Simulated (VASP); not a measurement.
Input of a VASP 6.6.1 run:

Contents of POSCAR:

```
PbS
1.0
    3.6351319672      0.0000000000      0.0000000000
    0.0000000000      3.6351319672      0.0000000000
    0.0000000000      0.0000000000      3.6351319672
Pb S
1 1
Direct
    0.0000000000      0.0000000000      0.0000000000
    0.5000000000      0.5000000000      0.5000000000
```

Contents of INCAR.step1:

```
SYSTEM = PbS
ALGO = Normal
EDIFF = 1E-4
ENCUT = 520
GGA = PE
ISMEAR = -1
LASPH = .True.
LCHARG = .False.
LREAL = .False.
LWAVE = .True.
NBANDS = 17
NELM = 100
PREC = Accurate
SIGMA = 0.02
```

Contents of INCAR.step2:

```
SYSTEM = PbS
ALGO = Normal
EDIFF = 1E-6
ENCUT = 520
ISIF = 2
ISMEAR = -1
ISTART = 1
LASPH = .True.
LCHARG = .False.
LMIXTAU = .True.
LREAL = .False.
LWAVE = .False.
METAGGA = R2SCAN
NBANDS = 17
NELM = 100
PREC = Accurate
SIGMA = 0.02
```

The input KPOINTS:

```
k-points
0
Gamma
  6 6 6
  0 0 0
```

Potentials or basis: VASP PAW PBE potentials, release 64 (Pb_d, S).

Run with:

```console
$ cat potpaw_PBE.64/Pb_d/POTCAR potpaw_PBE.64/S/POTCAR > POTCAR
$ cp INCAR.step1 INCAR
$ mpirun -np 1 vasp_std > vasp.out
$ cp INCAR.step2 INCAR
$ mpirun -np 1 vasp_std > vasp.out
```

**Question.** Predict the pressure.

**Answer.** 0.0 GPa.

**Question.** What does it give for the band gap on the k mesh?

**Answer.** Zero (band 10 reaches 6.16 eV, above the bottom of band 11 at 5.86 eV).

Caveat: the PAW data sets were made with another functional, which shifts forces and pressure a little; spin-orbit coupling is left out, which moves the levels of the heavy elements.
